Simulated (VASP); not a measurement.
**AlGaN2: single point with r2SCAN**

AlGaN2:

```
Al Ga N
1.0
     3.13853    0.00000    0.00000
     0.00000    3.13853    0.00000
     0.00000    0.00000    4.24546
Al Ga N
1 1 2
Direct
  0.50000 0.50000 0.50000
  0.00000 0.00000 0.00000
  0.50000 0.00000 0.73835
  0.00000 0.50000 0.26165
```

This cell differs from its parent crystal: strain along c alone, the other axes held: -4.0 %, then relaxed in part.

```yaml
Program: VASP 6.6.1
Task: single point
Functional: r2SCAN
Potentials_or_basis: VASP PAW PBE potentials, release 64 (Al, Ga_d, N_h)
Cutoff: 1460 eV
k_mesh: 8 × 8 × 6
Occupations: gaussian, width 0.02 eV
Spin: no spin polarisation
Dipole_correction: no
Further_INCAR_settings: ALGO = Normal; EDIFF = 1e-06; NBANDS = 21
```

- Pressure: 9.2 GPa
- Largest force: 0.093 eV/Å
- Band gap on the k mesh: 3.73 eV

Forces in eV/Å, atoms in the order of the input:
```
Al   0.000  0.000  0.000
Ga   0.000  0.000  0.000
N    0.000  0.000 -0.093
N    0.000  0.000  0.093
```

Stress tensor (GPa, compression positive):
```
 7.59  0.00  0.00
 0.00  7.59  0.00
 0.00  0.00 12.33
```

Levels at points of the mesh, in eV from the valence-band top:
```csv
k point,band 11,band 12,band 13,band 14,band 15,band 16
"(0.00, 0.00, 0.00)",-0.09,0.00,0.00,3.73,4.06,8.21
"(0.50, 0.00, 0.00)",-2.75,-1.21,-0.84,7.93,8.13,8.65
"(0.50, 0.50, 0.00)",-2.25,-2.25,-2.22,4.01,4.01,7.59
"(0.00, 0.00, 0.50)",-1.80,-1.11,-1.11,6.14,6.39,8.99
"(0.50, 0.00, 0.50)",-0.78,-0.67,-0.38,6.18,7.62,10.31
"(0.50, 0.50, 0.50)",-3.43,-3.36,-3.36,7.22,7.22,10.20
```

Run time: 9.3 min on 1 thread of Intel(R) Xeon(R) Platinum 8259CL CPU @ 2.50GHz (Skylake/Cascade Lake) (shared host), peak memory 0.49 GiB.

Caveat: the cell differs from its parent crystal (strain along c alone, the other axes held: -4.0 %, then relaxed in part); the cell stands under pressure; the PAW data sets were made with another functional, which shifts forces and pressure a little. A k mesh can miss the band edges.
